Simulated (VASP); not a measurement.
# LiH (rocksalt type) in VASP: notebook

Runs on LiH (rocksalt type). Level: PBE. Tasks: single point.

All numbers are computed with VASP 6.6.1; they aren't measurements. Logs are shortened: lines on timing, memory, paths and dates and some standing lists are left out, and cuts for length are marked.

## Step 1: The cell of the first run

Symmetry: Fm-3m, No. 225, cubic system. The conventional cell has a = 4.007 Å, b = 4.007 Å, c = 4.007 Å, α = 90.00°, β = 90.00°, γ = 90.00°. Within 2.7 Å of Li (site symmetry m-3m) lie 6 H at 2.00 Å. Within 2.7 Å of H (site symmetry m-3m) lie 6 Li at 2.00 Å.

## Step 2: Single point, PBE

INCAR reads:

```
SYSTEM = LiH
PREC = Accurate
ENCUT = 520
EDIFF = 1E-6
ISMEAR = -1
SIGMA = 0.08
LREAL = .FALSE.
LASPH = .TRUE.
NELM = 80
ALGO = Normal
ISIF = 2
LWAVE = .FALSE.
LCHARG = .TRUE.
GGA = PE
LELF = .TRUE.
LVHAR = .TRUE.
NBANDS = 9
```

KPOINTS reads:

```
Automatic mesh
0
G
  14 14 14
  0 0 0
```

POSCAR reads:

```
LiH
1.0
    0.0000000000      2.0034924843      2.0034924843
    2.0034924843      0.0000000000      2.0034924843
    2.0034924843      2.0034924843      0.0000000000
Li H
1 1
Direct
    0.0000000000      0.0000000000      0.0000000000
    0.5000000000      0.5000000000      0.5000000000
```

Potentials or basis: VASP PAW PBE potentials, release 64 (Li_sv, H).

Started as:

```sh
$ cat potpaw_PBE.64/Li_sv/POTCAR potpaw_PBE.64/H/POTCAR > POTCAR
$ mpirun -np 1 vasp_std > vasp.out
```

OUTCAR:

```text
SYSTEM = LiH
   PREC = Accurate
   ENCUT = 520
   EDIFF = 1E-6
   ISMEAR = -1
   LREAL = .FALSE.
   LASPH = .TRUE.
   NELM = 80
   ISIF = 2
   GGA = PE

 ion  position               nearest neighbor table
   1  0.000  0.000  0.000-
   2  0.500  0.500  0.500-

  LATTYP: Found a face centered cubic cell.
 ALAT       =     4.0069849686

  Lattice vectors:

 A1 = (   0.0000000000,   2.0034924843,   2.0034924843)
 A2 = (   2.0034924843,   0.0000000000,   2.0034924843)
 A3 = (   2.0034924843,   2.0034924843,   0.0000000000)

Analysis of symmetry for initial positions (statically):
=====================================================================
 Subroutine PRICEL returns:
 Original cell was already a primitive cell.

 Routine SETGRP: Setting up the symmetry group for a
 face centered cubic supercell.

 Subroutine GETGRP returns: Found 48 space group operations
 (whereof 48 operations were pure point group operations)
 out of a pool of 48 trial point group operations.

The static configuration has the point symmetry O_h .

Analysis of symmetry for dynamics (positions and initial velocities):
=====================================================================
 Subroutine PRICEL returns:
 Original cell was already a primitive cell.

 Routine SETGRP: Setting up the symmetry group for a
 face centered cubic supercell.

 Subroutine GETGRP returns: Found 48 space group operations
 (whereof 48 operations were pure point group operations)
 out of a pool of 48 trial point group operations.

The dynamic configuration has the point symmetry O_h .

 Subroutine INISYM returns: Found 48 space group operations
 (whereof 48 operations are pure point group operations),
 and found     1 'primitive' translations

----------------------------------------------------------------------------------------

                                     Primitive cell

  volume of cell :      16.0840

  direct lattice vectors                    reciprocal lattice vectors
     0.000000000  2.003492484  2.003492484    -0.249564200  0.249564200  0.249564200
     2.003492484  0.000000000  2.003492484     0.249564200 -0.249564200  0.249564200
     2.003492484  2.003492484  0.000000000     0.249564200  0.249564200 -0.249564200

  length of vectors
     2.833366243  2.833366243  2.833366243     0.432257875  0.432257875  0.432257875

  position of ions in fractional coordinates (direct lattice)
     0.000000000  0.000000000  0.000000000
     0.500000000  0.500000000  0.500000000

  ion indices of the primitive-cell ions
   primitive index   ion index
                 1           1
                 2           2

----------------------------------------------------------------------------------------

 KPOINTS: Automatic mesh

Automatic generation of k-mesh.
 Grid dimensions read from file:
 generate k-points for:   14   14   14

 Generating k-lattice:

  Cartesian coordinates                     Fractional coordinates (reciprocal lattice)
    -0.017826014  0.017826014  0.017826014     0.071428571  0.000000000  0.000000000
     0.017826014 -0.017826014  0.017826014     0.000000000  0.071428571  0.000000000
     0.017826014  0.017826014 -0.017826014     0.000000000  0.000000000  0.071428571

  Length of vectors
     0.030875562  0.030875562  0.030875562

  Shift w.r.t. Gamma in fractional coordinates (k-lattice)
     0.000000000  0.000000000  0.000000000

 Subroutine IBZKPT returns following result:
 ===========================================

 Found    104 irreducible k-points:

 Following reciprocal coordinates:
            Coordinates               Weight
  0.000000  0.000000  0.000000      1.000000
  0.071429  0.000000  0.000000      8.000000
  0.142857  0.000000  0.000000      8.000000
  0.214286  0.000000  0.000000      8.000000
  0.285714  0.000000  0.000000      8.000000
  0.357143  0.000000  0.000000      8.000000
[... 16 lines left out ...]
  0.214286  0.142857  0.000000     24.000000
  0.285714  0.142857  0.000000     24.000000
 [... further k-points ...]
   k-points           NKPTS =    104   k-points in BZ     NKDIM =    104   number of bands    NBANDS=      9
   number of dos      NEDOS =    301   number of ions     NIONS =      2
   total plane-waves  NPLWV =  13824
   dimension x,y,z NGX =    24 NGY =   24 NGZ =   24
   dimension x,y,z NGXF=    48 NGYF=   48 NGZF=   48
   ions per type =               1   1
   NGX,Y,Z   is equivalent  to a cutoff of  14.08, 14.08, 14.08 a.u.
   NGXF,Y,Z  is equivalent  to a cutoff of  28.16, 28.16, 28.16 a.u.
 SYSTEM =  LiH
   PREC   = accura    normal or accurate (medium, high low for compatibility)
   ISTART =      0    job   : 0-new  1-cont  2-samecut
   ICHARG =      2    charge: 1-file 2-atom 10-const
   ISPIN  =      1    spin polarized calculation?
   LNONCOLLINEAR =      F non collinear calculations
   LSORBIT =      F    spin-orbit coupling
   LASPH  =      T    aspherical Exc in radial PAW
   ENCUT  =  520.0 eV  38.22 Ry    6.18 a.u.   5.27  5.27  5.27*2*pi/ulx,y,z
   NELM   =     80;   NELMIN=  2; NELMDL= -5     # of ELM steps
   EDIFF  = 0.1E-05   stopping-criterion for ELM
   LREAL  =      F    real-space projection
   EDIFFG = 0.1E-04   stopping-criterion for IOM
   NSW    =      0    number of steps for IOM
   IBRION =     -1    ionic relax: 0-MD 1-quasi-New 2-CG
   NFREE  =      0    steps in history (QN), initial steepest desc. (CG)
   ISIF   =      2    stress and relaxation
   ISYM   =      2    0-nonsym 1-usesym 2-fastsym
   POTIM  = 0.5000    time-step for ionic-motion
   TEBEG  =    0.0;   TEEND  =   0.0 temperature during run
   PSTRESS=    0.0 pullay stress
   NELECT =       4.0000    total number of electrons
   NUPDOWN=      -1.0000    fix difference up-down
   EMIN   =  10.00;   EMAX   =-10.00  energy-range for DOS
   EFERMI =   0.00;   METHOD = LEGACY
   ISMEAR =    -1;   SIGMA  =   0.08  broadening in eV -4-tet -1-fermi 0-gaus
   EFERMI_NEDOS =   21; number of points for ismear=-14 and -15
   IALGO  =     38    algorithm
   IMIX   =      4    mixing-type and parameters
     AMIX     =   0.40;   BMIX     =  1.00
     AMIX_MAG =   1.60;   BMIX_MAG =  1.00
  volume/ion in A,a.u.               =       8.04        54.27
  Fermi-wavevector in a.u.,A,eV,Ry     =   1.029510  1.945491 14.420682  1.059890
  Thomas-Fermi vector in A             =   2.163561
   LORBIT       =      0    0 simple, 1 ext, 2 COOP (PROOUT), +10 PAW based schemes
   GGA     = PE    functional components
   LHFCALC =     F    Hartree Fock is set to
   AEXX    =    0.0000 exact exchange contribution
   IVDW    =     0    specifies the selected vdW correction
   LEPSILON=     F    determine dielectric tensor
   LRPA    =     F    only Hartree local field effects (RPA)
 non-spin polarized calculation
  energy-cutoff  :      520.00
  volume of cell :       16.08
 maximum number of plane-waves:       444
 NGX is ok and might be reduce to    24
   NGX = 11   NGY = 11   NGZ = 11

 number of electron       3.9999995 magnetization

 Free energy of the ion-electron system (eV)
  ---------------------------------------------------
  ext. energy  EPLUGINS =         0.00000000
  ---------------------------------------------------
  free energy    TOTEN  =        -6.12707352 eV

  energy without entropy =       -6.12707352  energy(sigma->0) =       -6.12707352

 E-fermi :   1.5919     XC(G=0):  -8.5153

 val. band max:        0.0966113753   @ k =   0.5000   0.5000   0.0000
 cond. band min:       3.0750297346   @ k =   0.5000   0.5000   0.0000
 fundamental gap:      2.9784183593
 Fermi energy:         1.5919220327

 k-point     1 :       0.0000    0.0000    0.0000
  band No.  band energies     occupation
      1     -44.1929      2.00000
      2      -5.3410      2.00000
      3      16.2070      0.00000
      4      17.9996      0.00000
      5      17.9996      0.00000
      6      17.9996      0.00000
      7      22.7172      0.00000
      8      22.7172      0.00000
      9      22.7172      0.00000

 k-point     2 :       0.0714    0.0000    0.0000
  band No.  band energies     occupation
      1     -44.1907      2.00000
      2      -5.2505      2.00000
      3      15.4404      0.00000
      4      17.3923      0.00000
      5      17.7815      0.00000
      6      17.7815      0.00000
      7      22.1525      0.00000
      8      23.1771      0.00000
      9      23.1771      0.00000

 k-point     3 :       0.1429    0.0000    0.0000
  band No.  band energies     occupation
      1     -44.1843      2.00000
      2      -4.9822      2.00000
      3      13.3982      0.00000
      4      16.4380      0.00000
      5      17.3296      0.00000
      6      17.3296      0.00000
      7      22.3853      0.00000
      8      24.0679      0.00000
      9      24.0679      0.00000

 k-point     4 :       0.2143    0.0000    0.0000
  band No.  band energies     occupation
      1     -44.1750      2.00000
      2      -4.5481      2.00000
      3      10.9918      0.00000
      4      15.5666      0.00000
      5      16.9086      0.00000
      6      16.9086      0.00000
      7      23.0402      0.00000
      8      23.0402      0.00000
      9      23.1818      0.00000
[... 205 lines left out ...]
 k-point    22 :       0.1429    0.1429    0.0000
  band No.  band energies     occupation
      1     -44.1815      2.00000
      2      -4.8514      2.00000
      3      13.9516      0.00000
      4      15.3466      0.00000
      5      15.3466      0.00000
      6      18.8030      0.00000
      7      18.8289      0.00000
      8      24.6721      0.00000
      9      26.5664      0.00000

 k-point    23 :       0.2143    0.1429    0.0000
  band No.  band energies     occupation
      1     -44.1745      2.00000
      2      -4.5159      2.00000
      3      12.3810      0.00000
      4      14.3273      0.00000
      5      14.6315      0.00000
      6      18.3801      0.00000
      7      18.9590      0.00000
      8      24.3801      0.00000
      9      27.3768      0.00000

 k-point    24 :       0.2857    0.1429    0.0000
  band No.  band energies     occupation
      1     -44.1655      2.00000
      2      -4.0180      2.00000
      3      10.2030      0.00000
      4      13.2764      0.00000
      5      14.1613      0.00000
      6      17.7978      0.00000
      7      20.1669      0.00000
      8      23.9042      0.00000
      9      26.1899      0.00000

 [... further k-points ...]
[... 5 lines left out ...]
  --------------------------------------------------------------------------------------
  -------------------------------------------------------------------------------------
  Total       -0.0252127     -0.0252127     -0.0252127      0.0000000      0.0000000      0.0000000
  in kB       -2.5115240     -2.5115240     -2.5115240      0.0000000      0.0000000      0.0000000
  external PRESSURE =      -2.5115240 kB  Pullay stress =       0.0000000 kB

 VOLUME and BASIS-vectors are now :
 -----------------------------------------------------------------------------
  energy-cutoff  :      520.00
  volume of cell :       16.08
      direct lattice vectors                 reciprocal lattice vectors
     0.000000000  2.003492484  2.003492484    -0.249564200  0.249564200  0.249564200
     2.003492484  0.000000000  2.003492484     0.249564200 -0.249564200  0.249564200
     2.003492484  2.003492484  0.000000000     0.249564200  0.249564200 -0.249564200

 POSITION                                       TOTAL-FORCE (eV/Angst)
 -----------------------------------------------------------------------------------
      0.00000      0.00000      0.00000        -0.000000     -0.000000      0.000000
      2.00349      2.00349      2.00349         0.000000      0.000000     -0.000000
 -----------------------------------------------------------------------------------
    total drift:                                0.000000     -0.000000     -0.000000

  FREE ENERGIE OF THE ION-ELECTRON SYSTEM (eV)
  ---------------------------------------------------
  free  energy   TOTEN  =        -6.1270735245 eV

  energy  without entropy=       -6.1270735243  energy(sigma->0) =       -6.12707352
```

Wall time 19 s (1 thread of Intel Xeon 8259CL, shared host); peak memory 0.14 GiB.

Results:

```yaml
Free_energy: -6.1271 eV
Band_gap_on_the_k_mesh: 2.98 eV, direct
```

Levels at points of the mesh, in eV from the valence-band top:
| k point | band 1 | band 2 | band 3 | band 4 | band 5 | band 6 |
| --- | --- | --- | --- | --- | --- | --- |
| (0.00, 0.00, 0.00) | -44.29 | -5.44 | 16.11 | 17.90 | 17.90 | 17.90 |
| (0.50, 0.00, 0.00) | -44.24 | -2.63 | 4.92 | 13.67 | 16.51 | 16.51 |
| (0.50, 0.50, 0.00) | -44.23 | 0.00 | 2.98 | 10.82 | 10.82 | 13.98 |

Caveat: the cutoff is under 1.25 times the usual one of these potentials, so pressure, stress and relaxed cells hold a basis-set (Pulay) error.

## Step 3: Single point, PBE (atom 2 (H) moved by [0.028868, 0.028868, 0.028868] A)

INCAR reads:

```
SYSTEM = LiH
PREC     = Accurate       ! precision mode
ENCUT    = 520            ! plane-wave cutoff, eV
EDIFF    = 1E-7           ! SCF threshold, eV
ISMEAR   = -1             ! smearing method
SIGMA    = 0.08           ! smearing width, eV
LREAL    = .False.        ! projectors in reciprocal space
LASPH    = .True.         ! aspherical terms in the spheres
NELM     = 100            ! most SCF steps
ALGO     = Normal         ! electronic algorithm
ISIF     = 2              ! what is computed and relaxed
LWAVE    = .False.        ! write WAVECAR
LCHARG   = .False.        ! write CHGCAR
GGA      = PE             ! functional
NBANDS   = 9              ! bands
```

KPOINTS reads:

```
Automatic mesh
0
Gamma
  14 14 14
  0 0 0
```

Edit POSCAR of step 2 so:

```diff
@@ -9,2 +9,2 @@
     0.0000000000      0.0000000000      0.0000000000
-    0.5000000000      0.5000000000      0.5000000000
+    0.5072044193      0.5072044193      0.5072044193
```

Potentials or basis: VASP PAW PBE potentials, release 64 (Li_sv, H).

Started as:

```sh
$ cat potpaw_PBE.64/Li_sv/POTCAR potpaw_PBE.64/H/POTCAR > POTCAR
$ mpirun -np 1 vasp_std > vasp.out
```

OUTCAR:

```text
SYSTEM = LiH
   PREC = Accurate
   ENCUT = 520
   EDIFF = 1E-7
   ISMEAR = -1
   LREAL = .False.
   LASPH = .True.
   NELM = 100
   ISIF = 2
   GGA = PE

 ion  position               nearest neighbor table
   1  0.000  0.000  0.000-
   2  0.507  0.507  0.507-

  LATTYP: Found a face centered cubic cell.
 ALAT       =     4.0069849686

  Lattice vectors:

 A1 = (   0.0000000000,   2.0034924843,   2.0034924843)
 A2 = (   2.0034924843,   0.0000000000,   2.0034924843)
 A3 = (   2.0034924843,   2.0034924843,   0.0000000000)

Analysis of symmetry for initial positions (statically):
=====================================================================
 Subroutine PRICEL returns:
 Original cell was already a primitive cell.

 Routine SETGRP: Setting up the symmetry group for a
 face centered cubic supercell.

 Subroutine GETGRP returns: Found  6 space group operations
 (whereof  6 operations were pure point group operations)
 out of a pool of 48 trial point group operations.

The static configuration has the point symmetry C_3v.

Analysis of symmetry for dynamics (positions and initial velocities):
[... 158 lines left out ...]

 E-fermi :   1.5960     XC(G=0):  -8.5146

 val. band max:        0.0898954075   @ k =   0.5000   0.5000   0.0000
 cond. band min:       3.0837883331   @ k =   0.5000   0.5000   0.0000
 fundamental gap:      2.9938929256
 Fermi energy:         1.5959960620

 k-point     1 :       0.0000    0.0000    0.0000
  band No.  band energies     occupation
      1     -44.1919      2.00000
      2      -5.3402      2.00000
      3      16.1430      0.00000
      4      17.9987      0.00000
      5      17.9987      0.00000
      6      18.0803      0.00000
      7      22.7061      0.00000
      8      22.7139      0.00000
      9      22.7139      0.00000
[... 265 lines left out ...]
 k-point    24 :       0.0714    0.0714   -0.2143
  band No.  band energies     occupation
      1     -44.1656      2.00000
      2      -4.0907      2.00000
      3       9.4759      0.00000
      4      14.3504      0.00000
      5      15.3256      0.00000
      6      17.7589      0.00000
      7      21.6443      0.00000
      8      23.0302      0.00000
      9      23.7048      0.00000

 [... further k-points ...]
[... 5 lines left out ...]
  --------------------------------------------------------------------------------------
  -------------------------------------------------------------------------------------
  Total       -0.0213297     -0.0213297     -0.0213297     -0.0008446     -0.0008446     -0.0008446
  in kB       -2.1247206     -2.1247206     -2.1247206     -0.0841366     -0.0841366     -0.0841366
  external PRESSURE =      -2.1247206 kB  Pullay stress =       0.0000000 kB

 VOLUME and BASIS-vectors are now :
 -----------------------------------------------------------------------------
  energy-cutoff  :      520.00
  volume of cell :       16.08
      direct lattice vectors                 reciprocal lattice vectors
     0.000000000  2.003492484  2.003492484    -0.249564200  0.249564200  0.249564200
     2.003492484  0.000000000  2.003492484     0.249564200 -0.249564200  0.249564200
     2.003492484  2.003492484  0.000000000     0.249564200  0.249564200 -0.249564200

 POSITION                                       TOTAL-FORCE (eV/Angst)
 -----------------------------------------------------------------------------------
      0.00000      0.00000      0.00000         0.031849      0.031849      0.031849
      2.03236      2.03236      2.03236        -0.031849     -0.031849     -0.031849
 -----------------------------------------------------------------------------------
    total drift:                                0.000032      0.000032      0.000032

  FREE ENERGIE OF THE ION-ELECTRON SYSTEM (eV)
  ---------------------------------------------------
  free  energy   TOTEN  =        -6.1256947668 eV

  energy  without entropy=       -6.1256947666  energy(sigma->0) =       -6.12569477
```

stdout:

```text
POSCAR found type information on POSCAR LiH
 POSCAR found :  2 types and       2 ions
 scaLAPACK will be used
 LDA part: xc-table for (Slater+PW92), standard interpolation
 POSCAR, INCAR and KPOINTS ok, starting setup
 FFT: planning ... GRIDC
 FFT: planning ... GRID_SOFT
 FFT: planning ... GRID
 WAVECAR not read
 entering main loop
```

Run time: 45 s. Hardware: 1 thread of Intel Xeon 8259CL, shared host; peak memory 0.16 GiB.

Results:

```yaml
Free_energy: -6.1257 eV
Largest_force: 0.055 eV/Å
Band_gap_on_the_k_mesh: 2.99 eV, direct
```

Forces on the atoms (eV/Å):
```
Li   0.032  0.032  0.032
H   -0.032 -0.032 -0.032
```

Caveat: the cell differs from its parent crystal (atom 2 (H) moved by [0.028868, 0.028868, 0.028868] A); the cutoff is under 1.25 times the usual one of these potentials, so pressure, stress and relaxed cells hold a basis-set (Pulay) error. A k mesh can miss the band edges.

[end of part 1 of 2]
